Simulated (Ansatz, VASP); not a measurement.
One calculation of Zn, two programs

File INCAR:

```
SYSTEM = Zn
PREC = Accurate
ENCUT = 600
EDIFF = 1E-6
ISMEAR = 0
SIGMA = 0.1
LREAL = .False.
LASPH = .True.
NELM = 80
ALGO = Normal
ISIF = 3
LWAVE = .False.
LCHARG = .False.
GGA = PS
IBRION = 2
NSW = 100
EDIFFG = -0.005
```

Contents of KPOINTS:

```
regular mesh
0
Gamma
  18 18 8
  0 0 0
```

Contents of POSCAR:

```
Zn
1.0
    2.6647980532      0.0000000000      0.0000000000
   -1.3323990266      2.3077828100      0.0000000000
    0.0000000000      0.0000000000      4.9467000000
Zn
2
Direct
    0.3333333333      0.6666666667      0.2500000000
    0.6666666667      0.3333333333      0.7500000000
```

Input for Ansatz:

```yaml
crystal:
  lattice:
    - [2.6647980532, 0.0, 0.0]
    - [-1.3323990266, 2.30778281, 0.0]
    - [0.0, 0.0, 4.9467]
  atoms:
    - { symbol: Zn, position: [0.3333333333, 0.6666666667, 0.25] }
    - { symbol: Zn, position: [0.6666666667, 0.3333333333, 0.75] }
basis:
  ecutwfc: 420
kpoints:
  mp_grid: { grid: [18, 18, 8] }
hamiltonian:
  xc: pbesol
scf:
  occupations: { method: gaussian, width: 0.1 }
output:
  forces: true
  stress: true
  eigenvalues: true
relax:
  adjacent_minimum: "off"
  f_tol: 0.005
  max_steps: 80
  cell: { stress_tol: 0.05 }
```

Alike in both runs: task relaxation of cell and atoms; functional PBEsol; k mesh 18 × 18 × 8; occupations gaussian, width 0.1 eV; no spin polarisation.

```csv
,VASP,Ansatz
version,VASP 6.6.1,Ansatz 0.2.0
potentials or method,"VASP PAW PBE potentials, release 64 (Zn), cutoff 600 eV","scalar-relativistic, plane waves, PAW"
valence electrons in the cell,24,24
```

|  | VASP | Ansatz | Ansatz less VASP |
| --- | --- | --- | --- |
| gap on the k mesh at the Fermi level, each at its own relaxed structure (eV) | none | none | - |
| relaxed volume (Å³/atom) | 14.27 | 14.25 | -0.018 |
| relaxed cell length with the largest relative difference (Å) | 4.869 | 4.895 | +0.0261 |

VASP's potentials were made for PBE, not for PBEsol. A gap of «none» marks a metal or a gap that the smearing closes.
